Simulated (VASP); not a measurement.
Runs of VASP 6.6.1 on Ru. The structure is that of space group P6_3/mmc (No. 194), or close to it. The cells are those of the table. 

| potentials or basis | cell | k mesh | cutoff (eV) | gap on the mesh (eV) | pressure (GPa) |
| --- | --- | --- | --- | --- | --- |
| VASP PAW PBE potentials, release 64 (Ru_pv) | a = 2.648, b = 2.648, c = 4.317 Å, angles 90.0, 90.0, 120.0°, 2 atoms | 24 × 24 × 12 | 520 | none | (a) |
| VASP PAW PBE potentials, release 64 (Ru_sv) | a = 2.702, b = 2.702, c = 4.266 Å, angles 90.0, 90.0, 120.0°, 2 atoms | 18 × 18 × 10 | 620 | none | (b) |
| VASP PAW PBE potentials, release 64 (Ru_pv) | a = 2.675, b = 2.675, c = 4.286 Å, angles 90.0, 90.0, 120.0°, 2 atoms | 24 × 24 × 12 | 520 | none | 6.9 |
| VASP PAW PBE potentials, release 64 (Ru_pv) | a = 2.702, b = 2.702, c = 4.394 Å, angles 90.0, 90.0, 120.0°, 2 atoms | 24 × 24 × 12 | 550 | none | -8.0 |
| VASP PAW PBE potentials, release 64 (Ru_pv) | a = 2.675, b = 2.675, c = 4.291 Å, angles 90.0, 90.0, 120.0°, 2 atoms | 24 × 24 × 12 | 520 | none | 6.5 |

Alike in all rows: task single point; level r2SCAN; no spin polarisation; smearing gaussian 0.1 eV.

Q: Fill in the values left out.

A: (a) 12.1; (b) 0.1.

Caveats: the PAW data sets were made with another functional, which shifts forces and pressure a little; the stress differs along the axes, from 1 to 18 GPa (at least some runs); the stress differs along the axes, from 2 to 10 GPa (at least some runs); the stress differs along the axes, from -17 to -3 GPa (at least some runs); the stress differs along the axes, from 1 to 9 GPa (at least some runs).

A k mesh can miss the band edges, and the runs leave out spin-orbit coupling on Ru.

A gap of «none» marks levels without a gap at the run's occupations.

The runs don't all hold the same shells in valence.
